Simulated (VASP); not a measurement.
Here is a VASP 6.6.1 calculation.

POSCAR

```
Si
1.0
    4.1378228574      0.0000000000      0.0000000000
   -2.0689114287      3.5834597108      0.0000000000
    0.0000000000      0.0000000000      5.8260122402
Si
4
Direct
    0.3333333333      0.6666666667      0.0630095000
    0.6666666667      0.3333333333      0.5630095000
    0.3333333333      0.6666666667      0.4369905000
    0.6666666667      0.3333333333      0.9369905000
```

INCAR.step1

```
SYSTEM = Si
PREC = Accurate
ENCUT = 520
ISMEAR = 0
SIGMA = 0.05
LREAL = .FALSE.
LASPH = .TRUE.
NELM = 80
NBANDS = 16
GGA = PE
ALGO = Normal
EDIFF = 1E-4
LWAVE = .TRUE.
LCHARG = .FALSE.
```

File INCAR.step2:

```
SYSTEM = Si
PREC = Accurate
ENCUT = 520
EDIFF = 1E-7
ISMEAR = 0
SIGMA = 0.05
LREAL = .FALSE.
LASPH = .TRUE.
NELM = 80
ALGO = Normal
ISIF = 2
LWAVE = .FALSE.
LCHARG = .FALSE.
METAGGA = R2SCAN
LMIXTAU = .TRUE.
NBANDS = 16
ISTART = 1
```

Contents of KPOINTS:

```
Automatic mesh
0
G
  12 12 6
  0 0 0
```

Potentials or basis: VASP PAW PBE potentials, release 64 (Si).

The run is started by

```sh
$ cat potpaw_PBE.64/Si/POTCAR > POTCAR
$ cp INCAR.step1 INCAR
$ mpirun -np 1 vasp_std > vasp.out
$ cp INCAR.step2 INCAR
$ mpirun -np 1 vasp_std > vasp.out
```

Question: Estimate the band gap on the k mesh.

Answer: Zero (bands 8 and 9 overlap by 0.38 eV).

Question: Estimate the pressure.

Answer: -2.2 GPa.

Forces in eV/Å, atoms in the order of the input:
```
Si   0.000  0.000 -2.138
Si   0.000  0.000 -2.138
Si   0.000  0.000  2.138
Si   0.000  0.000  2.138
```

Caveat: the cell differs from its parent crystal (strain +0.080 along x and y, -0.080 along z); semilocal functionals underestimate gaps, so a narrow gap can read as zero; the PAW data sets were made with another functional, which shifts forces and pressure a little.
